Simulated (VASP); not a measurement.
Here is a VASP 6.6.1 calculation.

Contents of INCAR:

```
SYSTEM = SnO
  PREC = Accurate
  ENCUT = 520
  EDIFF = 1E-7
  ISMEAR = 0
  SIGMA = 0.15
  LREAL = .False.
  LASPH = .True.
  NELM = 80
  ALGO = Normal
  ISIF = 2
  LWAVE = .False.
  LCHARG = .False.
  GGA = PS
  NBANDS = 28
```

Contents of KPOINTS:

```
regular mesh
0
Gamma
  10 10 8
  0 0 0
```

POSCAR

```
SnO
1.0
    3.8042540590      0.0000000000      0.0000000000
    0.0000000000      3.8042540590      0.0000000000
    0.0000000000      0.0000000000      4.7505758552
Sn O
2 2
Direct
   -0.0304921801      0.5000000000      0.2424656074
    0.5304921801      0.0000000000      0.7575343926
    0.0046169932      0.0000000000      0.0000000000
    0.4953830068      0.5000000000      0.0000000000
```

Potentials or basis: VASP PAW PBE potentials, release 64 (Sn_d, O).

Launch:

```sh
$ cat potpaw_PBE.64/Sn_d/POTCAR potpaw_PBE.64/O/POTCAR > POTCAR
$ mpirun -np 1 vasp_std > vasp.out
```

What does it give for the band gap on the k mesh?

Zero (bands 20 and 21 overlap by 0.05 eV).

Predict the pressure.

1.0 GPa.

What does it give for the largest force?

0.715 eV/Å.

Stress tensor (GPa, compression positive):
```
1.32 0.00 2.88
0.00 0.50 0.00
2.88 0.00 1.07
```

Caveat: the cell differs from its parent crystal (atoms displaced along a vibrational mode); semilocal functionals underestimate gaps, and a narrow one can read as zero; the PAW data sets were made with another functional, which shifts forces and pressure a little; spin-orbit coupling is left out, which moves the levels of the heavy elements.
